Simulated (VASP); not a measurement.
# SnTe (Fm-3m) in VASP: notebook

The runs below take SnTe through single point, with BLYP+D4, RPBE.

Program: VASP 6.6.1. These are calculated values, not measurements. Logs are shortened: lines on timing, memory, paths and dates and some standing lists are left out, and cuts for length are marked.

### 1 The cell of the first run

The structure is cubic, space group Fm-3m (No. 225). Conventional cell: a = 6.343 Å, b = 6.343 Å, c = 6.343 Å, α = 90.00°, β = 90.00°, γ = 90.00°. Te (site symmetry m-3m) has 6 Sn at 3.17 Å within 4.2 Å. Within 4.2 Å of Sn (site symmetry m-3m) lie 6 Te at 3.17 Å.

### 2 Single point, BLYP+D4

File INCAR:

```
PREC = Accurate
ENCUT = 520
EDIFF = 1E-6
ISMEAR = -1
SIGMA = 0.05
LREAL = F
LASPH = T
NELM = 80
ALGO = Normal
ISIF = 2
LWAVE = F
LCHARG = F
GGA = B5
ALDAX = 1.0
AGGAX = 1.0
AGGAC = 1.0
ALDAC = 0.0
IVDW = 13
VDW_S6 = 1.0
VDW_S8 = 2.34076671
VDW_A1 = 0.44488865
VDW_A2 = 4.0933009
NBANDS = 17
```

File KPOINTS:

```
Automatic mesh
0
Gamma
  7 7 7
```

File POSCAR:

```
SnTe
1.0
    0.0000000000      3.1717171644      3.1717171644
    3.1717171644      0.0000000000      3.1717171644
    3.1717171644      3.1717171644      0.0000000000
Te Sn
1 1
Direct
    0.5000000000      0.5000000000      0.5000000000
    0.0000000000      0.0000000000      0.0000000000
```

Potentials or basis: VASP PAW PBE potentials, release 64 (Te, Sn_d).

Started as:

```bash
$ cat potpaw_PBE.64/Te/POTCAR potpaw_PBE.64/Sn_d/POTCAR > POTCAR
$ mpirun -np 1 vasp_std > vasp.out
```

OUTCAR:

```text
PREC = Accurate
   ENCUT = 520
   EDIFF = 1E-6
   ISMEAR = -1
   LREAL = F
   LASPH = T
   NELM = 80
   ISIF = 2
   GGA = B5
   IVDW = 13

 ion  position               nearest neighbor table
   1  0.500  0.500  0.500-   2 3.17   2 3.17   2 3.17   2 3.17   2 3.17   2 3.17
   2  0.000  0.000  0.000-   1 3.17   1 3.17   1 3.17   1 3.17   1 3.17   1 3.17

  LATTYP: Found a face centered cubic cell.
 ALAT       =     6.3434343288

  Lattice vectors:

 A1 = (   0.0000000000,   3.1717171644,   3.1717171644)
 A2 = (   3.1717171644,   0.0000000000,   3.1717171644)
 A3 = (   3.1717171644,   3.1717171644,   0.0000000000)

Analysis of symmetry for initial positions (statically):
[... 33 lines left out ...]
                                     Primitive cell

  volume of cell :      63.8136

  direct lattice vectors                    reciprocal lattice vectors
     0.000000000  3.171717164  3.171717164    -0.157643312  0.157643312  0.157643312
     3.171717164  0.000000000  3.171717164     0.157643312 -0.157643312  0.157643312
     3.171717164  3.171717164  0.000000000     0.157643312  0.157643312 -0.157643312

  length of vectors
     4.485485430  4.485485430  4.485485430     0.273046227  0.273046227  0.273046227

  position of ions in fractional coordinates (direct lattice)
     0.500000000  0.500000000  0.500000000
     0.000000000  0.000000000  0.000000000

  ion indices of the primitive-cell ions
   primitive index   ion index
                 1           1
                 2           2

----------------------------------------------------------------------------------------

 KPOINTS: Automatic mesh

Automatic generation of k-mesh.
 Grid dimensions read from file:
 generate k-points for:    7    7    7

 Generating k-lattice:

  Cartesian coordinates                     Fractional coordinates (reciprocal lattice)
    -0.022520473  0.022520473  0.022520473     0.142857143  0.000000000  0.000000000
     0.022520473 -0.022520473  0.022520473     0.000000000  0.142857143  0.000000000
     0.022520473  0.022520473 -0.022520473     0.000000000  0.000000000  0.142857143

  Length of vectors
     0.039006604  0.039006604  0.039006604

  Shift w.r.t. Gamma in fractional coordinates (k-lattice)
     0.000000000  0.000000000  0.000000000

 Subroutine IBZKPT returns following result:
 ===========================================

 Found     20 irreducible k-points:

 Following reciprocal coordinates:
            Coordinates               Weight
  0.000000  0.000000  0.000000      1.000000
  0.142857  0.000000  0.000000      8.000000
  0.285714  0.000000  0.000000      8.000000
  0.428571  0.000000  0.000000      8.000000
  0.142857  0.142857  0.000000      6.000000
  0.285714  0.142857  0.000000     24.000000
[... 12 lines left out ...]
 -0.428571  0.428571  0.142857     24.000000
 -0.285714  0.428571  0.142857     24.000000
   k-points           NKPTS =     20   k-points in BZ     NKDIM =     20   number of bands    NBANDS=     17
   number of dos      NEDOS =    301   number of ions     NIONS =      2
   total plane-waves  NPLWV =  46656
   dimension x,y,z NGX =    36 NGY =   36 NGZ =   36
   dimension x,y,z NGXF=    72 NGYF=   72 NGZF=   72
   ions per type =               1   1
   NGX,Y,Z   is equivalent  to a cutoff of  13.34, 13.34, 13.34 a.u.
   NGXF,Y,Z  is equivalent  to a cutoff of  26.69, 26.69, 26.69 a.u.
 SYSTEM =  unknown system
   PREC   = accura    normal or accurate (medium, high low for compatibility)
   ISTART =      0    job   : 0-new  1-cont  2-samecut
   ICHARG =      2    charge: 1-file 2-atom 10-const
   ISPIN  =      1    spin polarized calculation?
   LNONCOLLINEAR =      F non collinear calculations
   LSORBIT =      F    spin-orbit coupling
   LASPH  =      T    aspherical Exc in radial PAW
   ENCUT  =  520.0 eV  38.22 Ry    6.18 a.u.   8.34  8.34  8.34*2*pi/ulx,y,z
   NELM   =     80;   NELMIN=  2; NELMDL= -5     # of ELM steps
   EDIFF  = 0.1E-05   stopping-criterion for ELM
   LREAL  =      F    real-space projection
   EDIFFG = 0.1E-04   stopping-criterion for IOM
   NSW    =      0    number of steps for IOM
   IBRION =     -1    ionic relax: 0-MD 1-quasi-New 2-CG
   NFREE  =      0    steps in history (QN), initial steepest desc. (CG)
   ISIF   =      2    stress and relaxation
   ISYM   =      2    0-nonsym 1-usesym 2-fastsym
   POTIM  = 0.5000    time-step for ionic-motion
   TEBEG  =    0.0;   TEEND  =   0.0 temperature during run
   PSTRESS=    0.0 pullay stress
   NELECT =      20.0000    total number of electrons
   NUPDOWN=      -1.0000    fix difference up-down
   EMIN   =  10.00;   EMAX   =-10.00  energy-range for DOS
   EFERMI =   0.00;   METHOD = LEGACY
   ISMEAR =    -1;   SIGMA  =   0.05  broadening in eV -4-tet -1-fermi 0-gaus
   EFERMI_NEDOS =   21; number of points for ismear=-14 and -15
   IALGO  =     38    algorithm
   IMIX   =      4    mixing-type and parameters
     AMIX     =   0.40;   BMIX     =  1.00
     AMIX_MAG =   1.60;   BMIX_MAG =  1.00
  volume/ion in A,a.u.               =      31.91       215.32
  Fermi-wavevector in a.u.,A,eV,Ry     =   1.112023  2.101418 16.824894  1.236595
  Thomas-Fermi vector in A             =   2.248592
   LORBIT       =      0    0 simple, 1 ext, 2 COOP (PROOUT), +10 PAW based schemes
   GGA     = B5    functional components
   LHFCALC =     F    Hartree Fock is set to
   AEXX    =    0.0000 exact exchange contribution
   IVDW    =    13    specifies the selected vdW correction
   LEPSILON=     F    determine dielectric tensor
   LRPA    =     F    only Hartree local field effects (RPA)
 non-spin polarized calculation
  energy-cutoff  :      520.00
  volume of cell :       63.81
 maximum number of plane-waves:      1759
 NGX is ok and might be reduce to    36
   NGX = 17   NGY = 17   NGZ = 17

 number of electron      20.0000001 magnetization

 Free energy of the ion-electron system (eV)
  ---------------------------------------------------
  ext. energy  EPLUGINS =         0.00000000
  ---------------------------------------------------
  free energy    TOTEN  =        -6.21262282 eV

  energy without entropy =       -6.21256477  energy(sigma->0) =       -6.21259380

 E-fermi :   7.2495     XC(G=0):  -8.7788

 val. band max:        6.9220438993   @ k =   0.4286   0.0000   0.0000
 cond. band min:       7.6103564091   @ k =   0.4286   0.0000   0.0000
 fundamental gap:      0.6883125098
 Fermi energy:         7.2495374996

 k-point     1 :       0.0000    0.0000    0.0000
  band No.  band energies     occupation
      1     -14.7373      2.00000
      2     -14.7373      2.00000
      3     -14.7280      2.00000
      4     -14.7280      2.00000
      5     -14.7280      2.00000
      6      -5.4945      2.00000
[... 9 lines left out ...]
     16      12.1828      0.00000
     17      14.1797      0.00000

 k-point     2 :       0.1429    0.0000    0.0000
  band No.  band energies     occupation
      1     -14.7380      2.00000
      2     -14.7380      2.00000
      3     -14.7277      2.00000
      4     -14.7270      2.00000
      5     -14.7270      2.00000
      6      -5.3302      2.00000
[... 9 lines left out ...]
     16      12.5809      0.00000
     17      15.3144      0.00000

 k-point     3 :       0.2857    0.0000    0.0000
  band No.  band energies     occupation
      1     -14.7399      2.00000
      2     -14.7399      2.00000
      3     -14.7270      2.00000
      4     -14.7244      2.00000
      5     -14.7244      2.00000
      6      -4.8818      2.00000
[... 9 lines left out ...]
     16      13.6880      0.00000
     17      17.6307      0.00000

 k-point     4 :       0.4286    0.0000    0.0000
  band No.  band energies     occupation
      1     -14.7415      2.00000
      2     -14.7415      2.00000
      3     -14.7265      2.00000
      4     -14.7222      2.00000
      5     -14.7222      2.00000
      6      -4.3728      2.00000
[... 9 lines left out ...]
     16      15.3786      0.00000
     17      16.8144      0.00000

 k-point     5 :       0.1429    0.1429    0.0000
  band No.  band energies     occupation
      1     -14.7399      2.00000
      2     -14.7365      2.00000
      3     -14.7286      2.00000
      4     -14.7262      2.00000
      5     -14.7262      2.00000
      6      -5.2764      2.00000
[... 9 lines left out ...]
     16      13.2122      0.00000
     17      14.4092      0.00000

 k-point     6 :       0.2857    0.1429    0.0000
  band No.  band energies     occupation
      1     -14.7424      2.00000
      2     -14.7369      2.00000
      3     -14.7284      2.00000
      4     -14.7244      2.00000
      5     -14.7238      2.00000
      6      -4.9245      2.00000
[... 9 lines left out ...]
     16      14.3584      0.00000
     17      15.7827      0.00000
[... 201 lines left out ...]
 k-point    17 :       0.4286    0.2857    0.1429
  band No.  band energies     occupation
      1     -14.7447      2.00000
      2     -14.7373      2.00000
      3     -14.7280      2.00000
      4     -14.7225      2.00000
      5     -14.7222      2.00000
      6      -4.5399      2.00000
[... 9 lines left out ...]
     16      15.6813      0.00000
     17      16.4554      0.00000

 k-point    18 :      -0.4286    0.2857    0.1429
  band No.  band energies     occupation
      1     -14.7455      2.00000
      2     -14.7387      2.00000
      3     -14.7260      2.00000
      4     -14.7232      2.00000
      5     -14.7204      2.00000
      6      -4.1380      2.00000
[... 9 lines left out ...]
     16      16.1326      0.00000
     17      17.2725      0.00000

 k-point    19 :      -0.4286    0.4286    0.1429
  band No.  band energies     occupation
      1     -14.7496      2.00000
      2     -14.7356      2.00000
      3     -14.7288      2.00000
      4     -14.7209      2.00000
      5     -14.7187      2.00000
      6      -4.0334      2.00000
[... 9 lines left out ...]
     16      16.8645      0.00000
     17      17.8473      0.00000

 k-point    20 :      -0.2857    0.4286    0.1429
  band No.  band energies     occupation
      1     -14.7478      2.00000
      2     -14.7375      2.00000
      3     -14.7260      2.00000
      4     -14.7234      2.00000
      5     -14.7187      2.00000
      6      -3.9500      2.00000
[... 9 lines left out ...]
     16      17.1300      0.00000
     17      17.6751      0.00000

------------------------ aborting loop because EDIFF is reached ----------------------------------------

  DFT-D4 for vdW energy calculation

  Edisp (eV):   -1.62473

  FORCE on cell =-STRESS in cart. coord.  units (eV):
  Direction    XX          YY          ZZ          XY          YZ          ZX
  --------------------------------------------------------------------------------------
  -------------------------------------------------------------------------------------
  Total       0.37860     0.37860     0.37860    -0.00000    -0.00000     0.00000
  in kB       9.50560     9.50560     9.50560    -0.00000    -0.00000     0.00000
  external pressure =        9.51 kB  Pullay stress =        0.00 kB

 VOLUME and BASIS-vectors are now :
 -----------------------------------------------------------------------------
  energy-cutoff  :      520.00
  volume of cell :       63.81
      direct lattice vectors                 reciprocal lattice vectors
     0.000000000  3.171717164  3.171717164    -0.157643312  0.157643312  0.157643312
     3.171717164  0.000000000  3.171717164     0.157643312 -0.157643312  0.157643312
     3.171717164  3.171717164  0.000000000     0.157643312  0.157643312 -0.157643312

 POSITION                                       TOTAL-FORCE (eV/Angst)
 -----------------------------------------------------------------------------------
      3.17172      3.17172      3.17172        -0.000000      0.000000     -0.000000
      0.00000      0.00000      0.00000         0.000000     -0.000000      0.000000
 -----------------------------------------------------------------------------------
    total drift:                               -0.000000      0.000000      0.000000

  FREE ENERGIE OF THE ION-ELECTRON SYSTEM (eV)
  ---------------------------------------------------
  free  energy   TOTEN  =        -7.8373523231 eV

  energy  without entropy=       -7.8372942738  energy(sigma->0) =       -7.83732330
```

Wall time 48 s (1 thread of AMD EPYC 7R43 (Zen 3), shared host); peak memory 0.17 GiB.

What came out:

| Item | Value |
| --- | --- |
| Free energy | -7.8374 eV |
| Pressure | 1.0 GPa |
| Dispersion energy per atom | -0.812 eV |

Caveat: this odd mesh misses L, where the gap lies, so gap, dielectric constants and Born charges aren't listed; the PAW data sets were made with another functional, which shifts forces and pressure a little; spin-orbit coupling is left out, which moves the levels of the heavy elements.

(Part 1 of 2 ends here.)
